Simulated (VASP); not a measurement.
# ReP2 in VASP: a series of runs

The runs below take ReP2 through single point, relaxation of cell and atoms, with PBE.

Program: VASP 6.6.1. These are calculated values, not measurements. Logs are shortened: lines on timing, memory, paths and dates and some standing lists are left out, and cuts for length are marked.

## (1) The cell of the first run

It takes space group P4/mmm (No. 123, tetragonal). The conventional cell has a = 3.956 Å, b = 3.956 Å, c = 3.060 Å, α = 90.00°, β = 90.00°, γ = 90.00°. Within 3.3 Å of Re (site symmetry 4/mmm) lie 8 P at 2.50 Å and 2 Re at 3.06 Å. Within 3.3 Å of P (site symmetry mmm) lie 4 Re at 2.50 Å and 6 P at 2.80 to 3.06 Å.

The cell was built from a structure type or drawn by symmetry, and may not be a known phase.

## (2) Single point, PBE

The input, INCAR:

```
ALGO     = Normal         # electronic algorithm
EDIFF    = 1E-6           # SCF threshold, eV
ENCUT    = 520            # plane-wave cutoff, eV
GGA      = PE             # functional
ISIF     = 2              # what is computed and relaxed
ISMEAR   = 0              # smearing method
LASPH    = True           # aspherical terms in the spheres
LCHARG   = True           # write CHGCAR
LELF     = True           # ELF
LREAL    = False          # projectors in reciprocal space
LVHAR    = True         
LWAVE    = False          # write WAVECAR
NBANDS   = 16             # bands
NELM     = 100            # most SCF steps
PREC     = Accurate       # precision mode
SIGMA    = 0.1            # smearing width, eV
```

The input, KPOINTS:

```
k-points
0
Gamma
  4 4 6
```

The input, POSCAR:

```
ReP2
1.0
    3.9559191437      0.0000000000      0.0000000000
    0.0000000000      3.9559191437      0.0000000000
    0.0000000000      0.0000000000      3.0599356274
Re P
1 2
Direct
    0.0000000000      0.0000000000      0.0000000000
    0.0000000000      0.5000000000      0.5000000000
    0.5000000000      0.0000000000      0.5000000000
```

Potentials or basis: VASP PAW PBE potentials, release 64 (Re, P).

On the command line:

```console
> cat potpaw_PBE.64/Re/POTCAR potpaw_PBE.64/P/POTCAR > POTCAR
> mpirun -np 1 vasp_std > vasp.out
```

OUTCAR:

```text
EDIFF = 1E-6
   ENCUT = 520
   GGA = PE
   ISIF = 2
   ISMEAR = 0
   LASPH = True
   LREAL = False
   NELM = 100
   PREC = Accurate

 ion  position               nearest neighbor table
   1  0.000  0.000  0.000-   2 2.50   3 2.50   2 2.50   3 2.50   2 2.50   2 2.50   3 2.50   3 2.50

   2  0.000  0.500  0.500-   1 2.50   1 2.50   1 2.50   1 2.50   3 2.80   3 2.80   3 2.80   3 2.80

   3  0.500  0.000  0.500-   1 2.50   1 2.50   1 2.50   1 2.50   2 2.80   2 2.80   2 2.80   2 2.80

  LATTYP: Found a simple tetragonal cell.
 ALAT       =     3.9559191437
 C/A-ratio  =     0.7735081321

  Lattice vectors:

 A1 = (   3.9559191437,   0.0000000000,   0.0000000000)
 A2 = (   0.0000000000,   3.9559191437,   0.0000000000)
 A3 = (   0.0000000000,   0.0000000000,   3.0599356274)

Analysis of symmetry for initial positions (statically):
=====================================================================
 Subroutine PRICEL returns:
 Original cell was already a primitive cell.

 Routine SETGRP: Setting up the symmetry group for a
 simple tetragonal supercell.

 Subroutine GETGRP returns: Found 16 space group operations
 (whereof 16 operations were pure point group operations)
 out of a pool of 16 trial point group operations.

The static configuration has the point symmetry D_4h.

Analysis of symmetry for dynamics (positions and initial velocities):
=====================================================================
 Subroutine PRICEL returns:
 Original cell was already a primitive cell.

 Routine SETGRP: Setting up the symmetry group for a
 simple tetragonal supercell.

 Subroutine GETGRP returns: Found 16 space group operations
 (whereof 16 operations were pure point group operations)
 out of a pool of 16 trial point group operations.

The dynamic configuration has the point symmetry D_4h.

 Subroutine INISYM returns: Found 16 space group operations
 (whereof 16 operations are pure point group operations),
 and found     1 'primitive' translations

----------------------------------------------------------------------------------------

                                     Primitive cell

  volume of cell :      47.8858

  direct lattice vectors                    reciprocal lattice vectors
     3.955919144  0.000000000  0.000000000     0.252785753  0.000000000  0.000000000
     0.000000000  3.955919144  0.000000000     0.000000000  0.252785753  0.000000000
     0.000000000  0.000000000  3.059935627     0.000000000  0.000000000  0.326804261

  length of vectors
     3.955919144  3.955919144  3.059935627     0.252785753  0.252785753  0.326804261

  position of ions in fractional coordinates (direct lattice)
     0.000000000  0.000000000  0.000000000
     0.000000000  0.500000000  0.500000000
     0.500000000  0.000000000  0.500000000

  ion indices of the primitive-cell ions
   primitive index   ion index
                 1           1
                 2           2
                 3           3

----------------------------------------------------------------------------------------

 KPOINTS: k-points

Automatic generation of k-mesh.
 Grid dimensions read from file:
 generate k-points for:    4    4    6

 Generating k-lattice:

  Cartesian coordinates                     Fractional coordinates (reciprocal lattice)
     0.063196438  0.000000000  0.000000000     0.250000000  0.000000000  0.000000000
     0.000000000  0.063196438  0.000000000     0.000000000  0.250000000  0.000000000
     0.000000000  0.000000000  0.054467377     0.000000000  0.000000000  0.166666667

  Length of vectors
     0.063196438  0.063196438  0.054467377

  Shift w.r.t. Gamma in fractional coordinates (k-lattice)
     0.000000000  0.000000000  0.000000000

 Subroutine IBZKPT returns following result:
 ===========================================

 Found     24 irreducible k-points:

 Following reciprocal coordinates:
            Coordinates               Weight
  0.000000  0.000000  0.000000      1.000000
  0.250000  0.000000  0.000000      4.000000
  0.500000  0.000000  0.000000      2.000000
  0.250000  0.250000  0.000000      4.000000
  0.500000  0.250000  0.000000      4.000000
  0.500000  0.500000  0.000000      1.000000
[... 16 lines left out ...]
  0.500000  0.250000  0.500000      4.000000
  0.500000  0.500000  0.500000      1.000000
   k-points           NKPTS =     24   k-points in BZ     NKDIM =     24   number of bands    NBANDS=     16
   number of dos      NEDOS =    301   number of ions     NIONS =      3
   total plane-waves  NPLWV =  21600
   dimension x,y,z NGX =    30 NGY =   30 NGZ =   24
   dimension x,y,z NGXF=    60 NGYF=   60 NGZF=   48
   ions per type =               1   2
   NGX,Y,Z   is equivalent  to a cutoff of  12.61, 12.61, 13.04 a.u.
   NGXF,Y,Z  is equivalent  to a cutoff of  25.21, 25.21, 26.08 a.u.
 SYSTEM =  unknown system
   PREC   = accura    normal or accurate (medium, high low for compatibility)
   ISTART =      0    job   : 0-new  1-cont  2-samecut
   ICHARG =      2    charge: 1-file 2-atom 10-const
   ISPIN  =      1    spin polarized calculation?
   LNONCOLLINEAR =      F non collinear calculations
   LSORBIT =      F    spin-orbit coupling
   LASPH  =      T    aspherical Exc in radial PAW
   ENCUT  =  520.0 eV  38.22 Ry    6.18 a.u.   7.36  7.36  5.69*2*pi/ulx,y,z
   NELM   =    100;   NELMIN=  2; NELMDL= -5     # of ELM steps
   EDIFF  = 0.1E-05   stopping-criterion for ELM
   LREAL  =      F    real-space projection
   EDIFFG = 0.1E-04   stopping-criterion for IOM
   NSW    =      0    number of steps for IOM
   IBRION =     -1    ionic relax: 0-MD 1-quasi-New 2-CG
   NFREE  =      0    steps in history (QN), initial steepest desc. (CG)
   ISIF   =      2    stress and relaxation
   ISYM   =      2    0-nonsym 1-usesym 2-fastsym
   POTIM  = 0.5000    time-step for ionic-motion
   TEBEG  =    0.0;   TEEND  =   0.0 temperature during run
   PSTRESS=    0.0 pullay stress
   NELECT =      17.0000    total number of electrons
   NUPDOWN=      -1.0000    fix difference up-down
   EMIN   =  10.00;   EMAX   =-10.00  energy-range for DOS
   EFERMI =   0.00;   METHOD = LEGACY
   ISMEAR =     0;   SIGMA  =   0.10  broadening in eV -4-tet -1-fermi 0-gaus
   EFERMI_NEDOS =   21; number of points for ismear=-14 and -15
   IALGO  =     38    algorithm
   IMIX   =      4    mixing-type and parameters
     AMIX     =   0.40;   BMIX     =  1.00
     AMIX_MAG =   1.60;   BMIX_MAG =  1.00
  volume/ion in A,a.u.               =      15.96       107.72
  Fermi-wavevector in a.u.,A,eV,Ry     =   1.159192  2.190556 18.282509  1.343726
  Thomas-Fermi vector in A             =   2.295787
   LORBIT       =      0    0 simple, 1 ext, 2 COOP (PROOUT), +10 PAW based schemes
   GGA     = PE    functional components
   LHFCALC =     F    Hartree Fock is set to
   AEXX    =    0.0000 exact exchange contribution
   IVDW    =     0    specifies the selected vdW correction
   LEPSILON=     F    determine dielectric tensor
   LRPA    =     F    only Hartree local field effects (RPA)
 non-spin polarized calculation
 Gauss-broadening in eV      SIGMA  =   0.10
  energy-cutoff  :      520.00
  volume of cell :       47.89
 maximum number of plane-waves:      1308
 NGX is ok and might be reduce to    30

 number of electron      17.0000001 magnetization

 Free energy of the ion-electron system (eV)
  ---------------------------------------------------
  ext. energy  EPLUGINS =         0.00000000
  ---------------------------------------------------
  free energy    TOTEN  =       -21.83006062 eV

  energy without entropy =      -21.82175486  energy(sigma->0) =      -21.82590774

 E-fermi :   8.2199     XC(G=0): -11.5253

 val. band max:        8.0928505632   @ k =   0.2500   0.0000   0.3333
 cond. band min:       8.2727404432   @ k =   0.2500   0.0000   0.1667
 fundamental gap:      0.1798898801
 Fermi energy:         8.2199176997

 k-point     1 :       0.0000    0.0000    0.0000
  band No.  band energies     occupation
      1      -6.6735      2.00000
      2      -1.9276      2.00000
      3       3.2577      2.00000
      4       3.2577      2.00000
      5       3.3974      2.00000
      6       6.2412      2.00000
[... 8 lines left out ...]
     15      15.7880      0.00000
     16      17.5532      0.00000

 k-point     2 :       0.2500    0.0000    0.0000
  band No.  band energies     occupation
      1      -6.1173      2.00000
      2      -2.5715      2.00000
      3       2.0601      2.00000
      4       3.4447      2.00000
      5       4.7594      2.00000
      6       5.5687      2.00000
[... 8 lines left out ...]
     15      15.5130      0.00000
     16      18.4065      0.00000

 k-point     3 :       0.5000    0.0000    0.0000
  band No.  band energies     occupation
      1      -5.0554      2.00000
      2      -3.8439      2.00000
      3       1.9003      2.00000
      4       3.7394      2.00000
      5       4.9236      2.00000
      6       4.9681      2.00000
[... 8 lines left out ...]
     15      17.1551      0.00000
     16      17.1922      0.00000

 k-point     4 :       0.2500    0.2500    0.0000
  band No.  band energies     occupation
      1      -5.5483      2.00000
      2      -2.6826      2.00000
      3       0.7583      2.00000
      4       3.1850      2.00000
      5       4.5410      2.00000
      6       5.5372      2.00000
[... 8 lines left out ...]
     15      15.5691      0.00000
     16      16.6681      0.00000

 k-point     5 :       0.5000    0.2500    0.0000
  band No.  band energies     occupation
      1      -4.4125      2.00000
      2      -3.5726      2.00000
      3       0.4522      2.00000
      4       1.8878      2.00000
      5       5.0132      2.00000
      6       5.0279      2.00000
[... 8 lines left out ...]
     15      16.0953      0.00000
     16      17.7510      0.00000

 k-point     6 :       0.5000    0.5000    0.0000
  band No.  band energies     occupation
      1      -3.2188      2.00000
      2      -3.2188      2.00000
      3      -1.3919      2.00000
      4       0.7014      2.00000
      5       5.0895      2.00000
      6       5.0895      2.00000
[... 8 lines left out ...]
     15      15.7670      0.00000
     16      16.8247      0.00000
[... 267 lines left out ...]
 k-point    21 :       0.5000    0.0000    0.5000
  band No.  band energies     occupation
      1      -3.4362      2.00000
      2      -2.3897      2.00000
      3       1.1233      2.00000
      4       1.6810      2.00000
      5       3.1567      2.00000
      6       6.5224      2.00000
[... 8 lines left out ...]
     15      15.3387      0.00000
     16      17.0787      0.00000

 k-point    22 :       0.2500    0.2500    0.5000
  band No.  band energies     occupation
      1      -3.6808      2.00000
      2      -1.9107      2.00000
      3       1.2273      2.00000
      4       1.6154      2.00000
      5       2.6839      2.00000
      6       5.5337      2.00000
[... 8 lines left out ...]
     15      14.8513      0.00000
     16      17.1162      0.00000

 k-point    23 :       0.5000    0.2500    0.5000
  band No.  band energies     occupation
      1      -3.2186      2.00000
      2      -2.6982      2.00000
      3       1.9078      2.00000
      4       2.0157      2.00000
      5       3.3575      2.00000
      6       4.3434      2.00000
[... 8 lines left out ...]
     15      14.0182      0.00000
     16      19.1160      0.00000

 k-point    24 :       0.5000    0.5000    0.5000
  band No.  band energies     occupation
      1      -2.9640      2.00000
      2      -2.9640      2.00000
      3       2.0878      2.00000
      4       3.1391      2.00000
      5       3.6522      2.00000
      6       3.6522      2.00000
[... 8 lines left out ...]
     15      14.2076      0.00000
     16      19.4916      0.00000

------------------------ aborting loop because EDIFF is reached ----------------------------------------

  FORCE on cell =-STRESS in cart. coord.  units (eV):
  Direction    XX          YY          ZZ          XY          YZ          ZX
  --------------------------------------------------------------------------------------
  -------------------------------------------------------------------------------------
  Total        0.0760702      0.0760702      0.2058071      0.0000000      0.0000000      0.0000000
  in kB        2.5451759      2.5451759      6.8859499      0.0000000      0.0000000      0.0000000
  external PRESSURE =       3.9921006 kB  Pullay stress =       0.0000000 kB

 VOLUME and BASIS-vectors are now :
 -----------------------------------------------------------------------------
  energy-cutoff  :      520.00
  volume of cell :       47.89
      direct lattice vectors                 reciprocal lattice vectors
     3.955919144  0.000000000  0.000000000     0.252785753  0.000000000  0.000000000
     0.000000000  3.955919144  0.000000000     0.000000000  0.252785753  0.000000000
     0.000000000  0.000000000  3.059935627     0.000000000  0.000000000  0.326804261

 POSITION                                       TOTAL-FORCE (eV/Angst)
 -----------------------------------------------------------------------------------
      0.00000      0.00000      0.00000         0.000000      0.000000      0.000000
      0.00000      1.97796      1.52997         0.000000      0.000000      0.000000
      1.97796      0.00000      1.52997         0.000000      0.000000      0.000000
 -----------------------------------------------------------------------------------
    total drift:                                0.000000      0.000000      0.000000

  FREE ENERGIE OF THE ION-ELECTRON SYSTEM (eV)
  ---------------------------------------------------
  free  energy   TOTEN  =       -21.8300606178 eV

  energy  without entropy=      -21.8217548579  energy(sigma->0) =      -21.82590774
```

Run time: 8.4 s. Hardware: 1 thread of Intel Xeon 6975P-C (Granite Rapids), shared host; peak memory 0.16 GiB.

Results:

- Free energy: -21.8301 eV
- Pressure: 0.4 GPa
- Band gap on the k mesh: zero (an odd number of electrons rules out a gap without spin polarisation)

Caveat: the k points lie up to 0.40 Å⁻¹ apart, too coarse for converged energies and pressures of a metal; spin-orbit coupling is left out, which moves the levels of the heavy elements.

## (3) Single point, PBE

This run uses another cell than the first one, of the same volume but with other edges.

The input, INCAR:

```
SYSTEM = ReP2
ALGO = Normal
EDIFF = 1E-7
ENCUT = 520
GGA = PE
ISIF = 2
ISMEAR = 0
LASPH = .TRUE.
LCHARG = .TRUE.
LELF = .TRUE.
LREAL = .FALSE.
LVHAR = .TRUE.
LWAVE = .FALSE.
NBANDS = 16
NELM = 60
PREC = Accurate
SIGMA = 0.1
```

The input, KPOINTS:

```
k-points
0
G
  6 6 4
  0 0 0
```

The input, POSCAR:

```
ReP2
1.0
    4.0095488223      0.0000000000      0.0000000000
    0.0000000000      4.0095488223      0.0000000000
    0.0000000000      0.0000000000      2.9842875434
Re P
1 2
Direct
    0.0000000000      0.0000000000      0.4896019705
    0.0000000000      0.5000000000      0.9882063597
    0.5000000000      0.0000000000      0.9882063597
```

Potentials or basis: VASP PAW PBE potentials, release 64 (Re, P).

On the command line:

```console
> cat potpaw_PBE.64/Re/POTCAR potpaw_PBE.64/P/POTCAR > POTCAR
> mpirun -np 1 vasp_std > vasp.out
```

Wall time 11 s (1 thread of Intel Xeon 6975P-C (Granite Rapids), shared host); peak memory 0.17 GiB.

The run converged. Its results:

- Free energy: -21.9396 eV
- Pressure: 0.8 GPa
- Largest force: 0.007 eV/Å
- Band gap on the k mesh: zero (an odd number of electrons rules out a gap without spin polarisation)

Forces on the atoms (eV/Å):
```
Re   0.000  0.000 -0.007
P    0.000  0.000  0.003
P    0.000  0.000  0.003
```

Levels at points of the mesh, in eV from the Fermi level:
```tsv
k point	band 5	band 6	band 7	band 8	band 9	band 10	band 11	band 12
(0.00, 0.00, 0.00)	-4.70	-1.92	-1.02	-1.02	0.45	1.65	1.65	2.21
(0.50, 0.00, 0.00)	-3.21	-2.64	-2.43	-1.86	-0.95	1.64	2.51	3.16
(0.50, 0.50, 0.00)	-3.11	-2.53	-2.53	-1.90	1.42	3.76	6.26	6.26
(0.00, 0.00, 0.50)	-6.88	-5.96	-0.73	1.28	1.28	2.52	3.55	4.13
(0.50, 0.00, 0.50)	-4.94	-1.48	-1.46	-1.27	-1.04	-0.31	1.12	2.68
(0.50, 0.50, 0.50)	-4.50	-4.50	-2.68	-1.43	-1.38	1.17	1.17	3.10
```

Caveat: the k points lie up to 0.53 Å⁻¹ apart, too coarse for converged energies and pressures of a metal; spin-orbit coupling is left out, which moves the levels of the heavy elements.

(Part 1 of 2 ends here.)
